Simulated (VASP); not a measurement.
# Na (Pm-3m) in VASP: further runs

Na is run at these levels: revPBE; tasks: single point.

All numbers are computed with VASP 6.6.1; they aren't measurements. Logs are shortened: lines on timing, memory, paths and dates and some standing lists are left out, and cuts for length are marked.

**1. The cell of the first run**

Symmetry: Pm-3m, No. 221, cubic system. Conventional cell: a = 3.340 Å, b = 3.340 Å, c = 3.340 Å, α = 90.00°, β = 90.00°, γ = 90.00°. Na (site symmetry m-3m) has 6 Na at 3.34 Å within 4.4 Å.

**2. Single point, revPBE (volume scaled by 0.88)**

INCAR

```
SYSTEM = Na
PREC = Accurate ; ENCUT = 500
EDIFF = 1E-6 ; ISMEAR = -1
SIGMA = 0.1 ; LREAL = .False.
LASPH = .True. ; NELM = 120
ALGO = Normal ; ISIF = 2
LWAVE = .False. ; LCHARG = .True.
GGA = RE ; LELF = .True.
LVHAR = .True. ; NBANDS = 10
GGA_COMPAT = .False.
```

KPOINTS

```
regular mesh
0
Gamma
  10 10 10
  0 0 0
```

POSCAR

```
Na
1.0
    3.3402275684      0.0000000000      0.0000000000
    0.0000000000      3.3402275684      0.0000000000
    0.0000000000      0.0000000000      3.3402275684
Na
1
Direct
    0.0000000000      0.0000000000      0.0000000000
```

Potentials or basis: VASP PAW PBE potentials, release 64 (Na_pv).

On the command line:

```console
$ cat potpaw_PBE.64/Na_pv/POTCAR > POTCAR
$ mpirun -np 1 vasp_std > vasp.out
```

OUTCAR:

```text
SYSTEM = Na
   PREC = Accurate
   ENCUT = 500
   EDIFF = 1E-6
   ISMEAR = -1
   LREAL = .False.
   LASPH = .True.
   NELM = 120
   ISIF = 2
   GGA = RE

 ion  position               nearest neighbor table
   1  0.000  0.000  0.000-

  LATTYP: Found a simple cubic cell.
 ALAT       =     3.3402275684

  Lattice vectors:

 A1 = (   3.3402275684,   0.0000000000,   0.0000000000)
 A2 = (   0.0000000000,   3.3402275684,   0.0000000000)
 A3 = (   0.0000000000,   0.0000000000,   3.3402275684)

Analysis of symmetry for initial positions (statically):
=====================================================================
 Subroutine PRICEL returns:
 Original cell was already a primitive cell.

 Routine SETGRP: Setting up the symmetry group for a
 simple cubic supercell.

 Subroutine GETGRP returns: Found 48 space group operations
 (whereof 48 operations were pure point group operations)
 out of a pool of 48 trial point group operations.

The static configuration has the point symmetry O_h .

Analysis of symmetry for dynamics (positions and initial velocities):
=====================================================================
 Subroutine PRICEL returns:
 Original cell was already a primitive cell.

 Routine SETGRP: Setting up the symmetry group for a
 simple cubic supercell.

 Subroutine GETGRP returns: Found 48 space group operations
 (whereof 48 operations were pure point group operations)
 out of a pool of 48 trial point group operations.

The dynamic configuration has the point symmetry O_h .

 Subroutine INISYM returns: Found 48 space group operations
 (whereof 48 operations are pure point group operations),
 and found     1 'primitive' translations

----------------------------------------------------------------------------------------

                                     Primitive cell

  volume of cell :      37.2673

  direct lattice vectors                    reciprocal lattice vectors
     3.340227568  0.000000000  0.000000000     0.299380800  0.000000000  0.000000000
     0.000000000  3.340227568  0.000000000     0.000000000  0.299380800  0.000000000
     0.000000000  0.000000000  3.340227568     0.000000000  0.000000000  0.299380800

  length of vectors
     3.340227568  3.340227568  3.340227568     0.299380800  0.299380800  0.299380800

  position of ions in fractional coordinates (direct lattice)
     0.000000000  0.000000000  0.000000000

  ion indices of the primitive-cell ions
   primitive index   ion index
                 1           1

----------------------------------------------------------------------------------------

 KPOINTS: regular mesh

Automatic generation of k-mesh.
 Grid dimensions read from file:
 generate k-points for:   10   10   10

 Generating k-lattice:

  Cartesian coordinates                     Fractional coordinates (reciprocal lattice)
     0.029938080  0.000000000  0.000000000     0.100000000  0.000000000  0.000000000
     0.000000000  0.029938080  0.000000000     0.000000000  0.100000000  0.000000000
     0.000000000  0.000000000  0.029938080     0.000000000  0.000000000  0.100000000

  Length of vectors
     0.029938080  0.029938080  0.029938080

  Shift w.r.t. Gamma in fractional coordinates (k-lattice)
     0.000000000  0.000000000  0.000000000

 Subroutine IBZKPT returns following result:
 ===========================================

 Found     56 irreducible k-points:

 Following reciprocal coordinates:
            Coordinates               Weight
  0.000000  0.000000  0.000000      1.000000
  0.100000  0.000000  0.000000      6.000000
  0.200000  0.000000  0.000000      6.000000
  0.300000  0.000000  0.000000      6.000000
  0.400000  0.000000  0.000000      6.000000
  0.500000  0.000000  0.000000      3.000000
[... 16 lines left out ...]
  0.200000  0.100000  0.100000     24.000000
  0.300000  0.100000  0.100000     24.000000
 [... further k-points ...]
   k-points           NKPTS =     56   k-points in BZ     NKDIM =     56   number of bands    NBANDS=     10
   number of dos      NEDOS =    301   number of ions     NIONS =      1
   total plane-waves  NPLWV =  13824
   dimension x,y,z NGX =    24 NGY =   24 NGZ =   24
   dimension x,y,z NGXF=    48 NGYF=   48 NGZF=   48
   ions per type =               1
   NGX,Y,Z   is equivalent  to a cutoff of  11.95, 11.95, 11.95 a.u.
   NGXF,Y,Z  is equivalent  to a cutoff of  23.89, 23.89, 23.89 a.u.
 SYSTEM =  Na
   PREC   = accura    normal or accurate (medium, high low for compatibility)
   ISTART =      0    job   : 0-new  1-cont  2-samecut
   ICHARG =      2    charge: 1-file 2-atom 10-const
   ISPIN  =      1    spin polarized calculation?
   LNONCOLLINEAR =      F non collinear calculations
   LSORBIT =      F    spin-orbit coupling
   LASPH  =      T    aspherical Exc in radial PAW
   ENCUT  =  500.0 eV  36.75 Ry    6.06 a.u.   6.09  6.09  6.09*2*pi/ulx,y,z
   NELM   =    120;   NELMIN=  2; NELMDL= -5     # of ELM steps
   EDIFF  = 0.1E-05   stopping-criterion for ELM
   LREAL  =      F    real-space projection
   EDIFFG = 0.1E-04   stopping-criterion for IOM
   NSW    =      0    number of steps for IOM
   IBRION =     -1    ionic relax: 0-MD 1-quasi-New 2-CG
   NFREE  =      0    steps in history (QN), initial steepest desc. (CG)
   ISIF   =      2    stress and relaxation
   ISYM   =      2    0-nonsym 1-usesym 2-fastsym
   POTIM  = 0.5000    time-step for ionic-motion
   TEBEG  =    0.0;   TEEND  =   0.0 temperature during run
   PSTRESS=    0.0 pullay stress
   NELECT =       7.0000    total number of electrons
   NUPDOWN=      -1.0000    fix difference up-down
   EMIN   =  10.00;   EMAX   =-10.00  energy-range for DOS
   EFERMI =   0.00;   METHOD = LEGACY
   ISMEAR =    -1;   SIGMA  =   0.10  broadening in eV -4-tet -1-fermi 0-gaus
   EFERMI_NEDOS =   21; number of points for ismear=-14 and -15
   IALGO  =     38    algorithm
   IMIX   =      4    mixing-type and parameters
     AMIX     =   0.40;   BMIX     =  1.00
     AMIX_MAG =   1.60;   BMIX_MAG =  1.00
  volume/ion in A,a.u.               =      37.27       251.49
  Fermi-wavevector in a.u.,A,eV,Ry     =   0.937558  1.771728 11.959724  0.879015
  Thomas-Fermi vector in A             =   2.064681
   LORBIT       =      0    0 simple, 1 ext, 2 COOP (PROOUT), +10 PAW based schemes
   GGA     = RE    functional components
   LHFCALC =     F    Hartree Fock is set to
   AEXX    =    0.0000 exact exchange contribution
   IVDW    =     0    specifies the selected vdW correction
   LEPSILON=     F    determine dielectric tensor
   LRPA    =     F    only Hartree local field effects (RPA)
 non-spin polarized calculation
  energy-cutoff  :      500.00
  volume of cell :       37.27
 maximum number of plane-waves:       968
   NGX = 13   NGY = 13   NGZ = 13

 number of electron       7.0000013 magnetization

 Free energy of the ion-electron system (eV)
  ---------------------------------------------------
  ext. energy  EPLUGINS =         0.00000000
  ---------------------------------------------------
  free energy    TOTEN  =        -1.08258862 eV

  energy without entropy =       -1.06709576  energy(sigma->0) =       -1.07484219

 E-fermi :   0.4926     XC(G=0):  -6.3583

 val. band max:        0.4214476012   @ k =   0.4000   0.2000   0.2000
 cond. band min:       0.5458546140   @ k =   0.5000   0.1000   0.0000
 fundamental gap:      0.1244070128
 Fermi energy:         0.4926055236

 k-point     1 :       0.0000    0.0000    0.0000
  band No.  band energies     occupation
      1     -24.6713      2.00000
      2     -24.6713      2.00000
      3     -24.6713      2.00000
      4      -2.8261      2.00000
      5       8.9390      0.00000
      6       8.9390      0.00000
      7      10.3863      0.00000
      8      10.3863      0.00000
      9      10.3863      0.00000
     10      13.3761      0.00000

 k-point     2 :       0.1000    0.0000    0.0000
  band No.  band energies     occupation
      1     -24.6768      2.00000
      2     -24.6709      2.00000
      3     -24.6709      2.00000
      4      -2.6867      2.00000
      5       7.5038      0.00000
      6       9.0669      0.00000
      7      10.4967      0.00000
      8      10.4967      0.00000
      9      11.3005      0.00000
     10      14.2349      0.00000

 k-point     3 :       0.2000    0.0000    0.0000
  band No.  band energies     occupation
      1     -24.6910      2.00000
      2     -24.6697      2.00000
      3     -24.6697      2.00000
      4      -2.2709      2.00000
      5       5.5335      0.00000
      6       9.4472      0.00000
      7      10.8274      0.00000
      8      10.8274      0.00000
      9      12.0921      0.00000
     10      16.3890      0.00000

 k-point     4 :       0.3000    0.0000    0.0000
  band No.  band energies     occupation
      1     -24.7085      2.00000
      2     -24.6682      2.00000
      3     -24.6682      2.00000
      4      -1.5849      2.00000
      5       3.6769      0.00000
      6      10.0635      0.00000
      7      11.3750      0.00000
      8      11.3750      0.00000
      9      12.8296      0.00000
     10      15.8631      0.00000
[... 222 lines left out ...]
 k-point    22 :       0.1000    0.1000    0.1000
  band No.  band energies     occupation
      1     -24.6763      2.00000
      2     -24.6756      2.00000
      3     -24.6756      2.00000
      4      -2.4091      2.00000
      5       7.4677      0.00000
      6       7.4677      0.00000
      7       9.1720      0.00000
      8      12.5892      0.00000
      9      12.5892      0.00000
     10      15.1447      0.00000

 k-point    23 :       0.2000    0.1000    0.1000
  band No.  band energies     occupation
      1     -24.6899      2.00000
      2     -24.6748      2.00000
      3     -24.6743      2.00000
      4      -1.9954      2.00000
      5       5.7471      0.00000
      6       7.8372      0.00000
      7       9.2057      0.00000
      8      12.8655      0.00000
      9      13.9431      0.00000
     10      15.6170      0.00000

 k-point    24 :       0.3000    0.1000    0.1000
  band No.  band energies     occupation
      1     -24.7073      2.00000
      2     -24.6732      2.00000
      3     -24.6727      2.00000
      4      -1.3129      2.00000
      5       3.9255      0.00000
      6       8.4510      0.00000
      7       9.7428      0.00000
      8      12.8911      0.00000
      9      14.3353      0.00000
     10      14.3874      0.00000

 [... further k-points ...]
[... 5 lines left out ...]
  --------------------------------------------------------------------------------------
  -------------------------------------------------------------------------------------
  Total        0.1988164      0.1988164      0.1988164     -0.0000000     -0.0000000      0.0000000
  in kB        8.5474134      8.5474134      8.5474134     -0.0000000     -0.0000000      0.0000000
  external PRESSURE =       8.5474134 kB  Pullay stress =       0.0000000 kB

 VOLUME and BASIS-vectors are now :
 -----------------------------------------------------------------------------
  energy-cutoff  :      500.00
  volume of cell :       37.27
      direct lattice vectors                 reciprocal lattice vectors
     3.340227568  0.000000000  0.000000000     0.299380800  0.000000000  0.000000000
     0.000000000  3.340227568  0.000000000     0.000000000  0.299380800  0.000000000
     0.000000000  0.000000000  3.340227568     0.000000000  0.000000000  0.299380800

 POSITION                                       TOTAL-FORCE (eV/Angst)
 -----------------------------------------------------------------------------------
      0.00000      0.00000      0.00000         0.000000      0.000000      0.000000
 -----------------------------------------------------------------------------------
    total drift:                                0.000000     -0.000000     -0.000000

  FREE ENERGIE OF THE ION-ELECTRON SYSTEM (eV)
  ---------------------------------------------------
  free  energy   TOTEN  =        -1.0825886242 eV

  energy  without entropy=       -1.0670957588  energy(sigma->0) =       -1.07484219
```

Wall time 4.6 s (1 thread of AMD EPYC 9R45 (Zen 5), shared host); peak memory 0.11 GiB.

Results:

* Free energy: -1.0826 eV
* Pressure: 0.9 GPa

Caveat: the cell differs from its parent crystal (volume scaled by 0.88); the PAW data sets were made with another functional, which shifts forces and pressure a little.

**3. Single point, revPBE (volume scaled by 0.92)**

INCAR

```
PREC     = Accurate       # precision mode
ENCUT    = 500            # plane-wave cutoff, eV
EDIFF    = 1E-6           # SCF threshold, eV
ISMEAR   = -1             # smearing method
SIGMA    = 0.1            # smearing width, eV
LREAL    = F              # projectors in reciprocal space
LASPH    = T              # aspherical terms in the spheres
NELM     = 120            # most SCF steps
ALGO     = Normal         # electronic algorithm
ISIF     = 2              # what is computed and relaxed
LWAVE    = F              # write WAVECAR
LCHARG   = F              # write CHGCAR
GGA      = RE             # functional
NBANDS   = 10             # bands
GGA_COMPAT= F
```

KPOINTS

```
Automatic mesh
0
Gamma
  10 10 10
```

POSCAR

```
Na
1.0
    3.3900890623      0.0000000000      0.0000000000
    0.0000000000      3.3900890623      0.0000000000
    0.0000000000      0.0000000000      3.3900890623
Na
1
Direct
    0.0000000000      0.0000000000      0.0000000000
```

Potentials or basis: VASP PAW PBE potentials, release 64 (Na_pv).

On the command line:

```console
$ cat potpaw_PBE.64/Na_pv/POTCAR > POTCAR
$ mpirun -np 1 vasp_std > vasp.out
```

Run time: 6.6 s. Hardware: 1 thread of AMD EPYC 9R45 (Zen 5), shared host; peak memory 0.12 GiB.

It converged, with:

```yaml
Free_energy: -1.0900 eV
Pressure: 0.5 GPa
```

Levels at points of the mesh, in eV from the Fermi level:
```csv
k point,band 1,band 2,band 3,band 4,band 5,band 6
"(0.00, 0.00, 0.00)",-25.19,-25.19,-25.19,-3.23,8.25,8.25
"(0.50, 0.00, 0.00)",-25.23,-25.18,-25.18,-0.05,0.19,10.61
"(0.50, 0.50, 0.00)",-25.23,-25.23,-25.18,2.96,2.96,3.07
"(0.50, 0.50, 0.50)",-25.22,-25.22,-25.22,5.79,5.79,5.79
```

Caveat: the cell differs from its parent crystal (volume scaled by 0.92); the PAW data sets were made with another functional, which shifts forces and pressure a little.

**4. Single point, revPBE (volume scaled by 0.96)**

INCAR

```
SYSTEM = Na
  PREC = Accurate
  ENCUT = 500
  EDIFF = 1E-6
  ISMEAR = -1
  SIGMA = 0.1
  LREAL = .FALSE.
  LASPH = .TRUE.
  NELM = 120
  ALGO = Normal
  ISIF = 2
  LWAVE = .FALSE.
  LCHARG = .FALSE.
  GGA = RE
  NBANDS = 10
  GGA_COMPAT = .FALSE.
```

KPOINTS

```
regular mesh
0
G
  10 10 10
  0 0 0
```

POSCAR

```
Na
1.0
    3.4385254501      0.0000000000      0.0000000000
    0.0000000000      3.4385254501      0.0000000000
    0.0000000000      0.0000000000      3.4385254501
Na
1
Direct
    0.0000000000      0.0000000000      0.0000000000
```

On the command line:

```console
$ cat potpaw_PBE.64/Na_pv/POTCAR > POTCAR
$ mpirun -np 1 vasp_std > vasp.out
```

It took 6.6 s on 1 thread of AMD EPYC 9R45 (Zen 5), shared host; peak memory 0.12 GiB.

The run converged. Its results:

```yaml
Free_energy: -1.0940 eV
Pressure: 0.2 GPa
```

Levels at points of the mesh, in eV from the Fermi level:
```
           k point  band 1  band 2  band 3  band 4  band 5  band 6
(0.00, 0.00, 0.00)  -25.21  -25.21  -25.21   -3.14    8.07    8.07
(0.50, 0.00, 0.00)  -25.25  -25.20  -25.20   -0.03    0.16   10.36
(0.50, 0.50, 0.00)  -25.24  -25.24  -25.20    2.87    2.87    3.05
(0.50, 0.50, 0.50)  -25.24  -25.24  -25.24    5.68    5.68    5.68
```

Caveat: the cell differs from its parent crystal (volume scaled by 0.96); the PAW data sets were made with another functional, which shifts forces and pressure a little.

**5. Single point, revPBE**

This run uses another cell than the first one, of 42.35 Å³/atom, 1.136 times its volume.

INCAR

```
PREC = Accurate
ENCUT = 500
EDIFF = 1E-6
ISMEAR = -1
SIGMA = 0.1
LREAL = F
LASPH = T
NELM = 120
ALGO = Normal
ISIF = 2
LWAVE = F
LCHARG = F
GGA = RE
NBANDS = 10
GGA_COMPAT = F
```

KPOINTS

```
Automatic mesh
0
Gamma
  10 10 10
```

POSCAR

```
Na
1.0
    3.4856343924      0.0000000000      0.0000000000
    0.0000000000      3.4856343924      0.0000000000
    0.0000000000      0.0000000000      3.4856343924
Na
1
Direct
    0.0000000000      0.0000000000      0.0000000000
```

On the command line:

```console
$ cat potpaw_PBE.64/Na_pv/POTCAR > POTCAR
$ mpirun -np 1 vasp_std > vasp.out
```

It took 6.8 s on 1 thread of AMD EPYC 9R45 (Zen 5), shared host; peak memory 0.12 GiB.

It converged, with:

| Property | Result |
| --- | --- |
| Free energy | -1.0952 eV |
| Pressure | 0.0 GPa |

Levels at points of the mesh, in eV from the Fermi level:
| k point | band 1 | band 2 | band 3 | band 4 | band 5 | band 6 |
| --- | --- | --- | --- | --- | --- | --- |
| (0.00, 0.00, 0.00) | -25.23 | -25.23 | -25.23 | -3.06 | 7.90 | 7.90 |
| (0.50, 0.00, 0.00) | -25.27 | -25.23 | -25.23 | -0.01 | 0.13 | 10.13 |
| (0.50, 0.50, 0.00) | -25.26 | -25.26 | -25.22 | 2.80 | 2.80 | 3.02 |
| (0.50, 0.50, 0.50) | -25.26 | -25.26 | -25.26 | 5.58 | 5.58 | 5.58 |

Caveat: the PAW data sets were made with another functional, which shifts forces and pressure a little.

**6. Single point, revPBE (volume scaled by 1.04)**

INCAR

```
SYSTEM = Na
PREC     = Accurate       ! precision mode
ENCUT    = 500            ! plane-wave cutoff, eV
EDIFF    = 1E-6           ! SCF threshold, eV
ISMEAR   = -1             ! smearing method
SIGMA    = 0.1            ! smearing width, eV
LREAL    = .FALSE.        ! projectors in reciprocal space
LASPH    = .TRUE.         ! aspherical terms in the spheres
NELM     = 120            ! most SCF steps
ALGO     = Normal         ! electronic algorithm
ISIF     = 2              ! what is computed and relaxed
LWAVE    = .FALSE.        ! write WAVECAR
LCHARG   = .FALSE.        ! write CHGCAR
GGA      = RE             ! functional
NBANDS   = 10             ! bands
GGA_COMPAT= .FALSE.
```

KPOINTS

```
regular mesh
0
G
  10 10 10
  0 0 0
```

POSCAR

```
Na
1.0
    3.5315032629      0.0000000000      0.0000000000
    0.0000000000      3.5315032629      0.0000000000
    0.0000000000      0.0000000000      3.5315032629
Na
1
Direct
    0.0000000000      0.0000000000      0.0000000000
```

Potentials or basis: VASP PAW PBE potentials, release 64 (Na_pv).

On the command line:

```console
$ cat potpaw_PBE.64/Na_pv/POTCAR > POTCAR
$ mpirun -np 1 vasp_std > vasp.out
```

It took 6.6 s on 1 thread of AMD EPYC 9R45 (Zen 5), shared host; peak memory 0.12 GiB.

It converged, with:

```yaml
Free_energy: -1.0941 eV
Pressure: -0.2 GPa
```

Levels at points of the mesh, in eV from the Fermi level:
```tsv
k point	band 1	band 2	band 3	band 4	band 5	band 6	band 7	band 8
(0.00, 0.00, 0.00)	-25.25	-25.25	-25.25	-2.98	7.74	7.74	8.82	8.82
(0.50, 0.00, 0.00)	-25.28	-25.25	-25.25	0.00	0.10	9.91	11.17	11.17
(0.50, 0.50, 0.00)	-25.28	-25.28	-25.25	2.72	2.72	3.00	3.60	13.37
(0.50, 0.50, 0.50)	-25.28	-25.28	-25.28	5.49	5.49	5.49	5.49	5.49
```

Caveat: the cell differs from its parent crystal (volume scaled by 1.04); the PAW data sets were made with another functional, which shifts forces and pressure a little.

**7. Overview**

| cell | gap on the mesh (eV) | pressure (GPa) |
| --- | --- | --- |
| a = 3.340 Å, 1 atom | none | 0.9 |
| a = 3.390 Å, 1 atom | none | 0.5 |
| a = 3.439 Å, 1 atom | none | 0.2 |
| a = 3.486 Å, 1 atom | none | 0.0 |
| a = 3.532 Å, 1 atom | none | -0.2 |

Alike in all rows: task single point; level revPBE; potentials or basis VASP PAW PBE potentials, release 64 (Na_pv); no spin polarisation; k mesh 10 × 10 × 10; cutoff (eV) 500; smearing fermi-dirac 0.1 eV.

Caveats: the PAW data sets were made with another functional, which shifts forces and pressure a little.

Absolute energies hang on the potentials; compare differences alone.
